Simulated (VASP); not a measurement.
# ZnSe (F-43m) in VASP: notebook, part 2 of 2

VASP 6.6.1. Earlier steps stand in the parts before.

**4. Single point, PBE**

The input, INCAR:

```
SYSTEM = ZnSe
PREC = Accurate
ENCUT = 500
EDIFF = 1E-6
ISMEAR = 0
SIGMA = 0.02
LREAL = .False.
LASPH = .True.
NELM = 120
ALGO = Normal
ISIF = 2
LWAVE = .False.
LCHARG = .True.
GGA = PE
LELF = .True.
LVHAR = .True.
NBANDS = 26
GGA_COMPAT = .False.
```

The input, KPOINTS:

```
regular mesh
0
Gamma
  8 8 6
  0 0 0
```

The input, POSCAR:

```
ZnSe
1.0
    4.0538031479      0.0000000000      0.0000000000
    0.0000000000      4.0538031479      0.0000000000
    0.0000000000      0.0000000000      5.7329434136
Zn Se
2 2
Direct
    0.0000000000      0.0000000000      0.0000000000
    0.5000000000      0.5000000000      0.5000000000
    0.0000000000      0.5000000000      0.2500000000
    0.5000000000      0.0000000000      0.7500000000
```

Potentials or basis: VASP PAW PBE potentials, release 64 (Zn, Se).

Launch:

```console
cat potpaw_PBE.64/Zn/POTCAR potpaw_PBE.64/Se/POTCAR > POTCAR
mpirun -np 1 vasp_std > vasp.out
```

OUTCAR:

```text
SYSTEM = ZnSe
   PREC = Accurate
   ENCUT = 500
   EDIFF = 1E-6
   ISMEAR = 0
   LREAL = .False.
   LASPH = .True.
   NELM = 120
   ISIF = 2
   GGA = PE

 ion  position               nearest neighbor table
   1  0.000  0.000  0.000-   3 2.48   4 2.48   3 2.48   4 2.48
   2  0.500  0.500  0.500-   3 2.48   4 2.48   4 2.48   3 2.48
   3  0.000  0.500  0.250-   1 2.48   2 2.48   1 2.48   2 2.48
   4  0.500  0.000  0.750-   1 2.48   2 2.48   2 2.48   1 2.48

  LATTYP: Found a simple tetragonal cell.
 ALAT       =     4.0538031479
 C/A-ratio  =     1.4142135680

  Lattice vectors:

 A1 = (   4.0538031479,   0.0000000000,   0.0000000000)
 A2 = (   0.0000000000,   4.0538031479,   0.0000000000)
 A3 = (   0.0000000000,   0.0000000000,   5.7329434136)

Analysis of symmetry for initial positions (statically):
=====================================================================
 Subroutine PRICEL returns following result:

  LATTYP: Found a face centered cubic cell.
 ALAT       =     5.7329434023

  Lattice vectors:

 A1 = (  -2.0269015740,  -2.0269015740,  -2.8664717068)
 A2 = (   2.0269015740,  -2.0269015740,  -2.8664717068)
 A3 = (   0.0000000000,  -4.0538031479,   0.0000000000)

   2 primitive cells build up your supercell.

 Routine SETGRP: Setting up the symmetry group for a
 simple tetragonal supercell.

 Subroutine GETGRP returns: Found  8 space group operations
 (whereof  8 operations were pure point group operations)
 out of a pool of 16 trial point group operations.

The static configuration has the point symmetry D_2d.

Analysis of symmetry for dynamics (positions and initial velocities):
=====================================================================
 Subroutine PRICEL returns following result:

  LATTYP: Found a face centered cubic cell.
 ALAT       =     5.7329434023

  Lattice vectors:

[... 129 lines left out ...]
   EFERMI_NEDOS =   21; number of points for ismear=-14 and -15
   IALGO  =     38    algorithm
   IMIX   =      4    mixing-type and parameters
     AMIX     =   0.40;   BMIX     =  1.00
     AMIX_MAG =   1.60;   BMIX_MAG =  1.00
  volume/ion in A,a.u.               =      23.55       158.94
  Fermi-wavevector in a.u.,A,eV,Ry     =   1.187977  2.244951 19.201755  1.411289
  Thomas-Fermi vector in A             =   2.324117
   LORBIT       =      0    0 simple, 1 ext, 2 COOP (PROOUT), +10 PAW based schemes
   GGA     = PE    functional components
   LHFCALC =     F    Hartree Fock is set to
   AEXX    =    0.0000 exact exchange contribution
   IVDW    =     0    specifies the selected vdW correction
   LEPSILON=     F    determine dielectric tensor
   LRPA    =     F    only Hartree local field effects (RPA)
 non-spin polarized calculation
 Gauss-broadening in eV      SIGMA  =   0.02
  energy-cutoff  :      500.00
  volume of cell :       94.21
 maximum number of plane-waves:      2432
 NGX is ok and might be reduce to    30
   NGX = 15   NGY = 15   NGZ = 21

 number of electron      36.0000012 magnetization

 Free energy of the ion-electron system (eV)
  ---------------------------------------------------
  ext. energy  EPLUGINS =         0.00000000
  ---------------------------------------------------
  free energy    TOTEN  =       -12.06563614 eV

  energy without entropy =      -12.06563614  energy(sigma->0) =      -12.06563614

 E-fermi :   1.4655     XC(G=0):  -9.1656

 val. band max:        1.3240055865   @ k =   0.0000   0.0000   0.0000
 cond. band min:       2.4774601142   @ k =   0.0000   0.0000   0.0000
 fundamental gap:      1.1534545277
 Fermi energy:         1.4655035282

 k-point     1 :       0.0000    0.0000    0.0000
  band No.  band energies     occupation
      1     -11.7206      2.00000
      2     -10.7413      2.00000
      3      -5.1024      2.00000
      4      -5.1024      2.00000
      5      -5.1024      2.00000
      6      -5.0536      2.00000
[... 685 lines left out ...]
     25       9.3098      0.00000
     26       9.3098      0.00000

 [... further k-points ...]

------------------------ aborting loop because EDIFF is reached ----------------------------------------

  FORCE on cell =-STRESS in cart. coord.  units (eV):
  Direction    XX          YY          ZZ          XY          YZ          ZX
  --------------------------------------------------------------------------------------
  -------------------------------------------------------------------------------------
  Total        0.1093085      0.1093085      0.1046227      0.0000000      0.0000000     -0.0000000
  in kB        1.8589236      1.8589236      1.7792357      0.0000000      0.0000000     -0.0000000
  external PRESSURE =       1.8323610 kB  Pullay stress =       0.0000000 kB

 VOLUME and BASIS-vectors are now :
 -----------------------------------------------------------------------------
  energy-cutoff  :      500.00
  volume of cell :       94.21
      direct lattice vectors                 reciprocal lattice vectors
     4.053803148  0.000000000  0.000000000     0.246681934  0.000000000  0.000000000
     0.000000000  4.053803148  0.000000000     0.000000000  0.246681934  0.000000000
     0.000000000  0.000000000  5.732943414     0.000000000  0.000000000  0.174430468

 POSITION                                       TOTAL-FORCE (eV/Angst)
 -----------------------------------------------------------------------------------
      0.00000      0.00000      0.00000         0.000000     -0.000000      0.000000
      2.02690      2.02690      2.86647         0.000000     -0.000000     -0.000000
      0.00000      2.02690      1.43324        -0.000000      0.000000      0.000000
      2.02690      0.00000      4.29971        -0.000000      0.000000      0.000000
 -----------------------------------------------------------------------------------
    total drift:                                0.000000      0.000000      0.000000

  FREE ENERGIE OF THE ION-ELECTRON SYSTEM (eV)
  ---------------------------------------------------
  free  energy   TOTEN  =       -12.0656361390 eV

  energy  without entropy=      -12.0656361390  energy(sigma->0) =      -12.06563614
```

stdout:

```text
POSCAR found type information on POSCAR ZnSe
 POSCAR found :  2 types and       4 ions
 scaLAPACK will be used
 LDA part: xc-table for (Slater+PW92), standard interpolation
 POSCAR, INCAR and KPOINTS ok, starting setup
 FFT: planning ... GRIDC
 FFT: planning ... GRID_SOFT
 FFT: planning ... GRID
 WAVECAR not read
 entering main loop
```

Wall time 3.1 min (1 thread of Intel Xeon 8259CL, shared host); peak memory 0.26 GiB.

Results:

* Free energy: -12.0656 eV
* Pressure: 0.2 GPa
* Band gap on the k mesh: 1.15 eV

Levels at points of the mesh, in eV from the valence-band top:
```tsv
k point	band 14	band 15	band 16	band 17	band 18	band 19	band 20	band 21	band 22	band 23
(0.00, 0.00, 0.00)	-2.06	-2.06	0.00	0.00	0.00	1.15	3.06	3.46	5.81	5.81
(0.50, 0.00, 0.00)	-4.02	-2.41	-2.41	-0.86	-0.86	4.05	4.05	6.34	6.34	6.74
(0.50, 0.50, 0.00)	-4.60	-2.06	-2.06	-2.06	-2.06	3.06	3.06	3.46	3.46	10.49
(0.00, 0.00, 0.50)	-2.83	-1.18	-1.18	-1.18	-1.18	3.84	3.84	4.04	4.04	7.94
(0.50, 0.00, 0.50)	-5.01	-0.82	-0.82	-0.82	-0.82	2.48	2.48	6.39	6.39	6.39
(0.50, 0.50, 0.50)	-4.52	-2.63	-2.63	-2.51	-2.51	5.39	5.39	5.48	5.48	6.89
```
